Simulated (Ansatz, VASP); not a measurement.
# TiTe2 in VASP and in Ansatz

```
Te Ti
1.0
     3.85108    0.00000    0.00000
    -1.92554    3.33513    0.00000
     0.00000    0.00000    6.62544
Te Ti
2 1
Cartesian
  0.0000 2.2234 4.8843
  1.9255 1.1117 1.7412
  0.0000 0.0000 0.0000
```

Alike in both runs: task single point; functional r2SCAN; k mesh 8 × 8 × 4; occupations fermi-dirac, width 0.05 eV; no spin polarisation.

|  | VASP | Ansatz |
| --- | --- | --- |
| version | VASP 6.6.1 | Ansatz 0.2.0 |
| potentials or method | VASP PAW PBE potentials, release 64 (Te, Ti_sv) | Ansatz PAW |
| plane-wave cutoff (eV) | 520 | 500 |
| valence electrons in the cell | 24 | 44 |

|  | VASP | Ansatz | Ansatz less VASP |
| --- | --- | --- | --- |
| gap on the k mesh at the Fermi level (eV) | none | none | - |
| pressure (GPa) | -2.6 | -2.7 | -0.09 |
| traceless stress, the component that is largest in VASP (GPa) | -0.66 | -0.64 | +0.019 |
| rms of the force components (eV/Å) | 0.313 | 0.321 | +0.0077 |

VASP's potentials were made for PBE, not for r2SCAN. Atom by atom the forces differ by 0.008 eV/Å (rms over components). A gap of «none» marks a metal or a gap that the smearing closes. VASP's potentials hold 24 valence electrons a cell and Ansatz's 44, so a difference there can come from the potentials and not from the codes.

Spin-orbit coupling is off throughout.
